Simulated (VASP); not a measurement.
# Br (P6/mmm) in VASP: a series of runs

Br is run at these levels: r2SCAN; tasks: single point, relaxation of cell and atoms.

Everything below comes from runs of VASP 6.6.1. Logs are shortened: lines on timing, memory, paths and dates and some standing lists are left out, and cuts for length are marked.

**1. The cell of the first run**

Symmetry: P6/mmm, No. 191, hexagonal system. The conventional cell has a = 5.315 Å, b = 5.315 Å, c = 3.256 Å, α = 90.00°, β = 90.00°, γ = 120.00°. Within 4.3 Å of Br (site symmetry 6/mmm) lie 14 Br at 3.26 to 3.47 Å. Br (site symmetry -6m2) has 11 Br at 3.07 to 3.47 Å within 4.0 Å.

**2. Single point, r2SCAN**

The input, POSCAR:

```
Br
1.0
    5.3145090650      0.0000000000      0.0000000000
   -2.6572545325      4.6024998589      0.0000000000
    0.0000000000      0.0000000000      3.2562062761
Br
3
Direct
    0.0000000000      0.0000000000      0.0000000000
    0.3333333333      0.6666666667      0.5000000000
    0.6666666667      0.3333333333      0.5000000000
```

The input, INCAR.step1:

```
SYSTEM = Br
PREC = Accurate
ENCUT = 520
ISMEAR = 0
SIGMA = 0.1
LREAL = .False.
LASPH = .True.
NELM = 100
NBANDS = 18
GGA = PE
ALGO = Normal
EDIFF = 1E-4
LWAVE = .True.
LCHARG = .False.
```

The input, INCAR.step2:

```
SYSTEM = Br
PREC = Accurate
ENCUT = 520
EDIFF = 1E-6
ISMEAR = 0
SIGMA = 0.1
LREAL = .False.
LASPH = .True.
NELM = 100
ALGO = Normal
ISIF = 2
LWAVE = .False.
LCHARG = .False.
METAGGA = R2SCAN
LMIXTAU = .True.
NBANDS = 18
ISTART = 1
```

The input, KPOINTS:

```
regular mesh
0
Gamma
  3 3 6
  0 0 0
```

Potentials or basis: VASP PAW PBE potentials, release 64 (Br).

Started as:

```console
$ cat potpaw_PBE.64/Br/POTCAR > POTCAR
$ cp INCAR.step1 INCAR
$ mpirun -np 1 vasp_std > vasp.out
$ cp INCAR.step2 INCAR
$ mpirun -np 1 vasp_std > vasp.out
```

OUTCAR:

```text
SYSTEM = Br
   PREC = Accurate
   ENCUT = 520
   EDIFF = 1E-6
   ISMEAR = 0
   LREAL = .False.
   LASPH = .True.
   NELM = 100
   ISIF = 2
   METAGGA = R2SCAN
   ISTART = 1

 ion  position               nearest neighbor table
   1  0.000  0.000  0.000-
   2  0.333  0.667  0.500-
   3  0.667  0.333  0.500-

  LATTYP: Found a hexagonal cell.
 ALAT       =     5.3145090650
 C/A-ratio  =     0.6127012366

  Lattice vectors:

 A1 = (   5.3145090650,   0.0000000000,   0.0000000000)
 A2 = (  -2.6572545325,   4.6024998589,   0.0000000000)
 A3 = (   0.0000000000,   0.0000000000,   3.2562062761)

Analysis of symmetry for initial positions (statically):
=====================================================================
 Subroutine PRICEL returns:
 Original cell was already a primitive cell.

 Routine SETGRP: Setting up the symmetry group for a
 hexagonal supercell.

 Subroutine GETGRP returns: Found 24 space group operations
 (whereof 24 operations were pure point group operations)
 out of a pool of 24 trial point group operations.

The static configuration has the point symmetry D_6h.

Analysis of symmetry for dynamics (positions and initial velocities):
=====================================================================
 Subroutine PRICEL returns:
 Original cell was already a primitive cell.

 Routine SETGRP: Setting up the symmetry group for a
 hexagonal supercell.

 Subroutine GETGRP returns: Found 24 space group operations
 (whereof 24 operations were pure point group operations)
 out of a pool of 24 trial point group operations.

The dynamic configuration has the point symmetry D_6h.

 Subroutine INISYM returns: Found 24 space group operations
 (whereof 24 operations are pure point group operations),
 and found     1 'primitive' translations

----------------------------------------------------------------------------------------

                                     Primitive cell

  volume of cell :      79.6469

  direct lattice vectors                    reciprocal lattice vectors
     5.314509065  0.000000000  0.000000000     0.188164135  0.108636614  0.000000000
    -2.657254533  4.602499859  0.000000000     0.000000000  0.217273228  0.000000000
     0.000000000  0.000000000  3.256206276     0.000000000  0.000000000  0.307105851

  length of vectors
[... 67 lines left out ...]
   LSORBIT =      F    spin-orbit coupling
   LASPH  =      T    aspherical Exc in radial PAW
   ENCUT  =  520.0 eV  38.22 Ry    6.18 a.u.   9.88  9.88  6.05*2*pi/ulx,y,z
   NELM   =    100;   NELMIN=  2; NELMDL=  0     # of ELM steps
   EDIFF  = 0.1E-05   stopping-criterion for ELM
   LREAL  =      F    real-space projection
   EDIFFG = 0.1E-04   stopping-criterion for IOM
   NSW    =      0    number of steps for IOM
   IBRION =     -1    ionic relax: 0-MD 1-quasi-New 2-CG
   NFREE  =      0    steps in history (QN), initial steepest desc. (CG)
   ISIF   =      2    stress and relaxation
   ISYM   =      2    0-nonsym 1-usesym 2-fastsym
   POTIM  = 0.5000    time-step for ionic-motion
   TEBEG  =    0.0;   TEEND  =   0.0 temperature during run
   PSTRESS=    0.0 pullay stress
   NELECT =      21.0000    total number of electrons
   NUPDOWN=      -1.0000    fix difference up-down
   EMIN   =  10.00;   EMAX   =-10.00  energy-range for DOS
   EFERMI =   0.00;   METHOD = LEGACY
   ISMEAR =     0;   SIGMA  =   0.10  broadening in eV -4-tet -1-fermi 0-gaus
   EFERMI_NEDOS =   21; number of points for ismear=-14 and -15
   IALGO  =     38    algorithm
   IMIX   =      4    mixing-type and parameters
     AMIX     =   0.40;   BMIX     =  1.00
     AMIX_MAG =   1.60;   BMIX_MAG =  1.00
  volume/ion in A,a.u.               =      26.55       179.16
  Fermi-wavevector in a.u.,A,eV,Ry     =   1.049764  1.983766 14.993679  1.102004
  Thomas-Fermi vector in A             =   2.184740
   LORBIT       =      0    0 simple, 1 ext, 2 COOP (PROOUT), +10 PAW based schemes
   METAGGA = R2SCAN    functional components
   LHFCALC =     F    Hartree Fock is set to
   AEXX    =    0.0000 exact exchange contribution
   IVDW    =     0    specifies the selected vdW correction
   LEPSILON=     F    determine dielectric tensor
   LRPA    =     F    only Hartree local field effects (RPA)
 non-spin polarized calculation
 Gauss-broadening in eV      SIGMA  =   0.10
  energy-cutoff  :      520.00
  volume of cell :       79.65
 maximum number of plane-waves:      2166
 NGX is ok and might be reduce to    40
   NGX = 19   NGY = 19   NGZ = 13

 number of electron      21.0000000 magnetization

 Free energy of the ion-electron system (eV)
  ---------------------------------------------------
  ext. energy  EPLUGINS =         0.00000000
  ---------------------------------------------------
  free energy    TOTEN  =       -37.76297796 eV

  energy without entropy =      -37.72635094  energy(sigma->0) =      -37.74466445

 E-fermi :   1.2238     XC(G=0):  -9.6993

 val. band max:        1.2080105604   @ k =   0.3333  -0.0000   0.1667
 cond. band min:       1.2587854302   @ k =   0.3333   0.3333   0.0000
 fundamental gap:      0.0507748698
 Fermi energy:         1.2237848494

 k-point     1 :       0.0000    0.0000    0.0000
  band No.  band energies     occupation
      1     -14.8102      2.00000
      2     -13.0562      2.00000
      3     -12.8013      2.00000
      4      -2.5671      2.00000
      5      -2.5671      2.00000
      6      -1.7549      2.00000
[... 229 lines left out ...]
      5      -2.6576      2.00000
      6      -2.6576      2.00000
[... 10 lines left out ...]
     17      12.2367      0.00000
     18      12.5295      0.00000

------------------------ aborting loop because EDIFF is reached ----------------------------------------

  FORCE on cell =-STRESS in cart. coord.  units (eV):
  Direction    XX          YY          ZZ          XY          YZ          ZX
  --------------------------------------------------------------------------------------
  -------------------------------------------------------------------------------------
  Total        0.1316418      0.1316418     -0.0534799      0.0000000     -0.0000000      0.0000000
  in kB        2.6481079      2.6481079     -1.0758026      0.0000000     -0.0000000      0.0000000
  external PRESSURE =       1.4068044 kB  Pullay stress =       0.0000000 kB

 VOLUME and BASIS-vectors are now :
 -----------------------------------------------------------------------------
  energy-cutoff  :      520.00
  volume of cell :       79.65
      direct lattice vectors                 reciprocal lattice vectors
     5.314509065  0.000000000  0.000000000     0.188164135  0.108636614  0.000000000
    -2.657254533  4.602499859  0.000000000     0.000000000  0.217273228  0.000000000
     0.000000000  0.000000000  3.256206276     0.000000000  0.000000000  0.307105851

 POSITION                                       TOTAL-FORCE (eV/Angst)
 -----------------------------------------------------------------------------------
      0.00000      0.00000      0.00000         0.000000      0.000000      0.000000
     -0.00000      3.06833      1.62810        -0.000000      0.000000      0.000000
      2.65725      1.53417      1.62810         0.000000      0.000000     -0.000000
 -----------------------------------------------------------------------------------
    total drift:                                0.000000     -0.000000      0.000000

  FREE ENERGIE OF THE ION-ELECTRON SYSTEM (eV)
  ---------------------------------------------------
  free  energy   TOTEN  =       -37.7629779644 eV

  energy  without entropy=      -37.7263509371  energy(sigma->0) =      -37.74466445
```

OSZICAR.step1:

```text
N       E                     dE             d eps       ncg     rms          rms(c)
DAV:   1     0.115627009746E+03    0.11563E+03   -0.87797E+03   432   0.974E+02
DAV:   2     0.413011331958E+01   -0.11150E+03   -0.10903E+03   574   0.172E+02
DAV:   3    -0.310217962524E+01   -0.72323E+01   -0.71470E+01   508   0.473E+01
DAV:   4    -0.315150298262E+01   -0.49323E-01   -0.49303E-01   588   0.470E+00
DAV:   5    -0.315178572142E+01   -0.28274E-03   -0.28271E-03   530   0.364E-01    0.706E+00
DAV:   6    -0.314501364787E+01    0.67721E-02   -0.90075E-01   592   0.429E+00    0.479E+00
DAV:   7    -0.303696050718E+01    0.10805E+00   -0.47557E-01   510   0.264E+00    0.355E+00
DAV:   8    -0.301729755316E+01    0.19663E-01   -0.83493E-02   524   0.161E+00    0.431E-01
DAV:   9    -0.301452264358E+01    0.27749E-02   -0.90769E-03   544   0.537E-01    0.146E-01
DAV:  10    -0.301445747792E+01    0.65166E-04   -0.13226E-03   510   0.192E-01    0.844E-02
DAV:  11    -0.301439119363E+01    0.66284E-04   -0.22596E-04   334   0.773E-02
   1 F= -.30143912E+01 E0= -.29949336E+01  d E =-.389152E-01
```

Run time: 88 s. Hardware: 1 thread of Oxide Virtual Turin-like, shared host; peak memory 0.15 GiB.

Results:

```yaml
Free_energy: -37.7630 eV
Pressure: 0.1 GPa
Band_gap_on_the_k_mesh: zero (an odd number of electrons rules out a gap without spin polarisation)
```

Caveat: the k points lie up to 0.46 Å⁻¹ apart, too coarse for converged energies and pressures of a metal; the PAW data sets were made with another functional, which shifts forces and pressure a little; an odd number of electrons without spin polarisation forces a metal; a magnetic or distorted state may lie lower.

**3. Relaxation of cell and atoms, r2SCAN**

This run uses another cell than the first one, of 36.80 Å³/atom.

The input, POSCAR:

```
Br
1.0
    5.9246750819      0.0000000000      0.0000000000
   -2.9623375410      5.1309191301      0.0000000000
    0.0000000000      0.0000000000      3.6320834198
Br
3
Direct
    0.0000000000      0.0000000000      0.0000000000
    0.3333333333      0.6666666667      0.5000000000
    0.6666666667      0.3333333333      0.5000000000
```

The input, INCAR.step1:

```
PREC = Accurate
ENCUT = 600
ISMEAR = 0
SIGMA = 0.1
LREAL = F
LASPH = T
NELM = 60
GGA = PE
ALGO = Normal
EDIFF = 1E-4
LWAVE = T
LCHARG = F
```

The input, INCAR.step2:

```
PREC = Accurate
ENCUT = 600
EDIFF = 1E-7
ISMEAR = 0
SIGMA = 0.1
LREAL = F
LASPH = T
NELM = 60
ALGO = Normal
ISIF = 3
LWAVE = F
LCHARG = F
METAGGA = R2SCAN
LMIXTAU = T
IBRION = 2
NSW = 90
EDIFFG = -0.04
ISTART = 1
```

The input, KPOINTS:

```
regular mesh
0
Gamma
  3 3 6
```

Potentials or basis: VASP PAW PBE potentials, release 64 (Br).

Started as:

```console
$ cat potpaw_PBE.64/Br/POTCAR > POTCAR
$ cp INCAR.step1 INCAR
$ mpirun -np 1 vasp_std > vasp.out
$ cp INCAR.step2 INCAR
$ mpirun -np 1 vasp_std > vasp.out
```

It took 12 min on 1 thread of Oxide Virtual Turin-like, shared host; peak memory 0.25 GiB.

Results (log left out):

```yaml
Free_energy: -37.7686 eV
Relaxed_volume: 26.68 Å³/atom
Relaxed_cell: a = 5.311 Å, b = 5.311 Å, c = 3.276 Å, α = 90.00°, β = 90.00°, γ = 120.00°
Space_group_after_relaxing_to_0.1_Å: P6/mmm (No. 191)
Energy_gained_by_relaxing: 201.8 meV/atom
Ionic_steps: 5
Pressure_after_relaxing: 0.0 GPa
Band_gap_on_the_k_mesh: zero (an odd number of electrons rules out a gap without spin polarisation)
```

Stress tensor (GPa, compression positive):
```
-0.06  0.00  0.00
 0.00 -0.06  0.00
 0.00  0.00  0.02
```

Step by step:
| step | energy change (eV) | largest force (eV/Å) | pressure (GPa) | volume (Å³) |
| --- | --- | --- | --- | --- |
| 1 | 0.0000 | 0.0000 | -4.40 | 110.41 |
| 2 | -0.3985 | 0.0000 | -3.63 | 95.05 |
| 3 | -0.5981 | 0.0000 | -0.94 | 82.41 |
| 4 | -0.6041 | 0.0000 | 0.44 | 78.99 |
| 5 | -0.6054 | 0.0000 | -0.04 | 80.05 |

Final structure:
```cif
data_structure
_symmetry_space_group_name_H-M 'P 1'
_symmetry_Int_Tables_number 1
_cell_length_a 5.3115
_cell_length_b 5.3115
_cell_length_c 3.2763
_cell_angle_alpha 90.000
_cell_angle_beta 90.000
_cell_angle_gamma 120.000
_cell_volume 80.05
loop_
_atom_site_label
_atom_site_type_symbol
_atom_site_fract_x
_atom_site_fract_y
_atom_site_fract_z
_atom_site_occupancy
Br1 Br 0.00000 0.00000 0.00000 1
Br2 Br 0.33333 0.66667 0.50000 1
Br3 Br 0.66667 0.33333 0.50000 1
```

Levels at points of the mesh, in eV from the Fermi level:
```tsv
k point	band 9	band 10	band 11	band 12	band 13	band 14
(0.00, 0.00, 0.00)	0.58	0.81	0.81	0.91	8.10	9.16
(0.00, 0.00, 0.50)	-1.16	-1.16	-0.55	-0.55	7.35	7.35
```

Caveat: the k points lie up to 0.46 Å⁻¹ apart in the final cell, too coarse for converged energies and pressures of a metal; the volume moved by over 15 % at a fixed basis, so the end points are rough; the PAW data sets were made with another functional, which shifts forces and pressure a little; an odd number of electrons without spin polarisation forces a metal; a magnetic or distorted state may lie lower.

**4. Single point, r2SCAN**

This run uses another cell than the first one, of 32.70 Å³/atom.

The input, POSCAR:

```
Br
1.0
    6.6496687112      0.0000000000      0.0000000000
   -3.3248343556      5.7587820306      0.0000000000
    0.0000000000      0.0000000000      2.5621375430
Br
3
Direct
    0.0000000000      0.0000000000      0.0000000000
    0.3333333333      0.6666666667      0.5000000000
    0.6666666667      0.3333333333      0.5000000000
```

The input, INCAR.step1:

```
PREC = Accurate
ENCUT = 520
ISMEAR = 0
SIGMA = 0.1
LREAL = F
LASPH = T
NELM = 80
NBANDS = 18
GGA = PE
ALGO = Normal
EDIFF = 1E-4
LWAVE = T
LCHARG = F
```

The input, INCAR.step2:

```
PREC = Accurate
ENCUT = 520
EDIFF = 1E-6
ISMEAR = 0
SIGMA = 0.1
LREAL = F
LASPH = T
NELM = 80
ALGO = Normal
ISIF = 2
LWAVE = F
LCHARG = F
METAGGA = R2SCAN
LMIXTAU = T
NBANDS = 18
ISTART = 1
```

The input, KPOINTS:

```
regular mesh
0
Gamma
  9 9 18
```

Started as:

```console
$ cat potpaw_PBE.64/Br/POTCAR > POTCAR
$ cp INCAR.step1 INCAR
$ mpirun -np 1 vasp_std > vasp.out
$ cp INCAR.step2 INCAR
$ mpirun -np 1 vasp_std > vasp.out
```

Wall time 17 min (1 thread of Oxide Virtual Turin-like, shared host); peak memory 0.29 GiB.

The run converged. Its results:

* Free energy: -39.3533 eV
* Pressure: 0.0 GPa
* Band gap on the k mesh: zero (an odd number of electrons rules out a gap without spin polarisation)

Levels at points of the mesh, in eV from the Fermi level:
| k point | band 7 | band 8 | band 9 | band 10 | band 11 | band 12 | band 13 | band 14 | band 15 | band 16 |
| --- | --- | --- | --- | --- | --- | --- | --- | --- | --- | --- |
| (0.00, 0.00, 0.00) | -3.12 | -1.62 | -1.62 | 4.43 | 4.57 | 4.79 | 6.03 | 10.36 | 10.36 | 10.38 |
| (0.00, 0.00, 0.50) | -0.61 | -0.61 | -0.04 | -0.04 | 0.12 | 0.12 | 8.09 | 8.09 | 9.22 | 9.22 |

Caveat: the PAW data sets were made with another functional, which shifts forces and pressure a little; an odd number of electrons without spin polarisation forces a metal; a magnetic or distorted state may lie lower.

**5. Summary**

```csv
task,cell,k mesh,cutoff (eV),gap on the mesh (eV),pressure (GPa)
single point,"a = 5.315, b = 5.315, c = 3.256 Å, angles 90.0, 90.0, 120.0°, 3 atoms",3 × 3 × 6,520,none,0.1
relaxation of cell and atoms,"relaxed from a = 5.925, b = 5.925, c = 3.632 Å, angles 90.0, 90.0, 120.0°, 3 atoms",3 × 3 × 6,600,none,0.0
single point,"a = 6.650, b = 6.650, c = 2.562 Å, angles 90.0, 90.0, 120.0°, 3 atoms",9 × 9 × 18,520,none,0.0
```

Alike in all rows: level r2SCAN; potentials or basis VASP PAW PBE potentials, release 64 (Br); no spin polarisation; smearing gaussian 0.1 eV.

Caveats: some runs use coarse meshes; the PAW data sets were made with another functional, which shifts forces and pressure a little; an odd number of electrons without spin polarisation forces a metal; a magnetic or distorted state may lie lower; the volume moved by over 15 % at a fixed basis, so the end points are rough (at least some runs).

Absolute energies hang on the potentials; compare differences alone.

The gap in the log of VASP goes by the Fermi energy; the results here count the filled bands.